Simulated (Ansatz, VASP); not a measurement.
## CaS: VASP beside Ansatz

The input POSCAR:

```
CaS
1.0
    0.0000000000      2.8430011916      2.8430011916
    2.8430011916      0.0000000000      2.8430011916
    2.8430011916      2.8430011916      0.0000000000
Ca S
1 1
Direct
    0.5000000000      0.5000000000      0.5000000000
    0.0000000000      0.0000000000      0.0000000000
```

File INCAR.step1:

```
SYSTEM = CaS
ALGO = Normal
EDIFF = 1E-5
ENCUT = 400
GGA = PE
GGA_COMPAT = .False.
ISIF = 2
ISMEAR = 0
LASPH = .True.
LREAL = .False.
LWAVE = .True.
NBANDS = 15
NELM = 120
PREC = Accurate
SIGMA = 0.05
```

Contents of INCAR.step2:

```
SYSTEM = CaS
AEXX = 0.05
ALGO = Normal
EDIFF = 1E-6
ENCUT = 400
GGA = PE
GGA_COMPAT = .False.
ISIF = 2
ISMEAR = 0
ISTART = 1
LASPH = .True.
LCHARG = .True.
LELF = .True.
LHFCALC = .True.
LREAL = .False.
LVHAR = .True.
LWAVE = .False.
NBANDS = 15
NELM = 120
PREC = Accurate
PRECFOCK = Normal
SIGMA = 0.05
```

Contents of KPOINTS:

```
k-points
0
Gamma
  4 4 4
  0 0 0
```

Input for Ansatz:

```yaml
crystal:
  lattice:
    - [0.0, 2.8430011916, 2.8430011916]
    - [2.8430011916, 0.0, 2.8430011916]
    - [2.8430011916, 2.8430011916, 0.0]
  atoms:
    - { symbol: Ca, position: [0.5, 0.5, 0.5] }
    - { symbol: S, position: [0.0, 0.0, 0.0] }
basis:
  ecutwfc: 420
  ecutrho_ratio: 4
kpoints:
  mp_grid: { grid: [4, 4, 4] }
hamiltonian:
  xc: { exchange: pbe, correlation: pbe, exx: { coeff: 0.05 } }
scf:
  occupations: { method: gaussian, width: 0.05 }
  n_extra_bands: 9
output:
  forces: true
  stress: true
  eigenvalues: true
  populations: true
  dos: { projected: true, de: 0.02 }
```

Alike in both runs: task single point; functional PBE-based global hybrid with a share of 0.05 of exact exchange; k mesh 4 × 4 × 4; occupations gaussian, width 0.05 eV; no spin polarisation.

|  | VASP | Ansatz |
| --- | --- | --- |
| version | VASP 6.6.1 | Ansatz 0.2.0 |
| potentials or method | VASP PAW PBE potentials, release 64 (Ca_sv, S), cutoff 400 eV | scalar-relativistic, plane waves, PAW |
| valence electrons in the cell | 16 | 16 |

Ansatz gave:

| Quantity | Value |
| --- | --- |
| gap on the k mesh at the Fermi level (eV) | 2.69 |
| least direct gap on the mesh (eV) | 3.52 |
| pressure (GPa) | 0.8 |

Estimate VASP's values.

gap on the k mesh at the Fermi level (eV): 2.69; least direct gap on the mesh (eV): 3.52; pressure (GPa): 1.0.

VASP's potentials were made for PBE, not for PBE-based global hybrid. With one functional, cell and mesh, what is left measures potentials, basis and numerics. Ansatz's warnings: stress exchange threshold loose, stress scf threshold loose.

The k mesh is coarse, so the values compare programs but aren't converged.
